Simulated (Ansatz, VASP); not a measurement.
## Two plane-wave programs on Fe

```xyz
2
Lattice="2.3550 0.0000 0.0000 0.0000 2.3550 0.0000 0.0000 0.0000 3.5803" Properties=species:S:1:pos:R:3 pbc="T T T"
Fe    2.3550    2.3550    0.0000
Fe    1.1775    1.1775    1.7901
```

Alike in both runs: task single point; functional PBE; k mesh 15 × 15 × 10; occupations fermi-dirac, width 0.05 eV; collinear spin.

|  | VASP | Ansatz |
| --- | --- | --- |
| version | VASP 6.6.1 | Ansatz 0.2.0 |
| potentials or method | VASP PAW PBE potentials, release 64 (Fe), cutoff 520 eV | plane waves (420 eV) with PAW, scalar-relativistic |
| valence electrons in the cell | 16 | 32 |

```csv
,VASP,Ansatz,Ansatz less VASP
pressure (GPa),19.8,20.5,+0.71
"traceless stress, the component that is largest in VASP (GPa)",-4.41,-4.98,-0.569
net moment per atom (μB),0.00,0.00,0.000
size of the moment on the site where the two differ most (μB),1.29,1.24,-0.045
```

Site moments also hang on the region over which each program counts them. The functional is the same, so the differences come from potentials, cutoffs and numerics. VASP's potentials hold 16 valence electrons a cell and Ansatz's 32, so a difference there can come from the potentials and not from the codes.
